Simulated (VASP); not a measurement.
Set up this calculation in VASP 6.6.1, as the native input.

```
Task                   : single point
Functional             : PBE
Potentials or basis    : VASP PAW PBE potentials, release 64 (Mg, Ge_d, N)
Cutoff                 : 520 eV
k mesh                 : 5 × 5 × 2
Occupations            : gaussian, width 0.2 eV
Spin                   : no spin polarisation
Dipole correction      : no
Further INCAR settings : ALGO = Normal; EDIFF = 1e-06; NBANDS = 48
```

The structure of MgGe5N lies in POSCAR:

```
MgGe5N
1.0
    3.7944933393      0.0000000000      0.0000000000
   -1.8972466697      3.2861276263      0.0000000000
    0.0000000000      0.0000000000     10.3334575507
Mg Ge N
1 5 1
Direct
    0.0000000000      0.0000000000      0.0000000000
    0.3333333333      0.6666666667      0.7961701554
    0.3333333333      0.6666666667      0.2038298446
    0.6666666667      0.3333333333      0.3359043812
    0.6666666667      0.3333333333      0.6640956188
    0.0000000000      0.0000000000      0.5000000000
    0.3333333333      0.6666666667      0.0000000000
```

These files were run (other wordings do the same):

INCAR

```
  PREC = Accurate
  ENCUT = 520
  EDIFF = 1E-6
  ISMEAR = 0
  SIGMA = 0.2
  LREAL = F
  LASPH = T
  NELM = 80
  ALGO = Normal
  ISIF = 2
  LWAVE = F
  LCHARG = F
  GGA = PE
  NBANDS = 48
```

KPOINTS

```
Automatic mesh
0
Gamma
  5 5 2
```

Potentials or basis: VASP PAW PBE potentials, release 64 (Mg, Ge_d, N).

Command:

```bash
$ cat potpaw_PBE.64/Mg/POTCAR potpaw_PBE.64/Ge_d/POTCAR potpaw_PBE.64/N/POTCAR > POTCAR
$ mpirun -np 1 vasp_std > vasp.out
```

Results of the run:

The pressure is 0.1 GPa and the largest force is 0.027 eV/Å. The band gap on the k mesh is zero (an odd number of electrons rules out a gap without spin polarisation).

Caveat: the k points lie up to 0.38 Å⁻¹ apart, too coarse for converged energies and pressures of a metal; an odd number of electrons without spin polarisation forces a metal; a magnetic or distorted state may lie lower.

Wall time 2.1 min on 1 thread of Intel Xeon 8259CL (shared host), peak memory 0.26 GiB.
